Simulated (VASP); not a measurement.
## PbS: single point with PBE

Crystal: PbS.

```xyz
2
Lattice="0.0000 3.0239 3.0239 3.0239 0.0000 3.0239 3.0239 3.0239 0.0000" Properties=species:S:1:pos:R:3 pbc="T T T"
Pb    0.0000    0.0000    0.0000
S     3.0239    3.0239    3.0239
```

```yaml
Program: VASP 6.6.1
Task: single point
Functional: PBE
Potentials_or_basis: VASP PAW PBE potentials, release 64 (Pb_d, S)
Cutoff: 520 eV
k_mesh: 8 × 8 × 8
Occupations: fermi-dirac, width 0.05 eV
Spin: non-collinear spin, zero start, spin-orbit coupling
Starting_moments: "[[0.0, 0.0, 0.0], [0.0, 0.0, 0.0]] μB"
Dipole_correction: no
Further_INCAR_settings: ALGO = Normal; EDIFF = 1e-06; NBANDS = 32
```

| Item | Value |
| --- | --- |
| Pressure | -1.2 GPa |
| Net moment | 0.00 μB per cell |
| Valence electrons inside the program's atomic spheres | Pb 11.82; S 3.67 |

Moments on the atoms (μB; x, y, z):
```
Pb  0.00 0.00 0.00
S   0.00 0.00 0.00
```

Wall time 76 s on 1 thread of AMD EPYC 7R13 Processor (Zen 3) (shared host), peak memory 0.3 GiB.
